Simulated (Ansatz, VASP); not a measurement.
**Two plane-wave programs on AlH5**

```xyz
6
Lattice="3.4615 0.0000 0.0000 0.0000 3.4615 0.0000 0.0000 0.0000 3.4615" Properties=species:S:1:pos:R:3 pbc="T T T"
Al    0.0000    0.0000    0.0000
H     0.9711    0.9711    0.9711
H     2.4904    2.4904    0.9711
H     2.4904    0.9711    2.4904
H     0.9711    2.4904    2.4904
H     1.7307    1.7307    1.7307
```

Alike in both runs: functional PBE; k mesh 4 × 4 × 4; occupations gaussian, width 0.1 eV; no spin polarisation.

Ansatz relaxed the structure, and its values are those at the end. VASP's run is a single point on that final structure, the one shown.

|  | VASP | Ansatz |
| --- | --- | --- |
| version | VASP 6.6.1 | Ansatz 0.2.0 |
| potentials or method | VASP PAW PBE potentials, release 64 (Al, H), cutoff 500 eV | scalar-relativistic, plane waves, PAW |
| valence electrons in the cell | 8 | 8 |

Ansatz gave:

| Quantity | Value |
| --- | --- |
| gap on the k mesh at the Fermi level (eV) | none |
| pressure (GPa) | 0.1 |
| rms of the force components (eV/Å) | 0.021 |

Problem. Estimate VASP's values.

Solution. gap on the k mesh at the Fermi level (eV): none; pressure (GPa): -0.2; rms of the force components (eV/Å): 0.018.

A gap of «none» marks a metal or a gap that the smearing closes.

The k mesh is coarse, so the values compare programs but aren't converged.
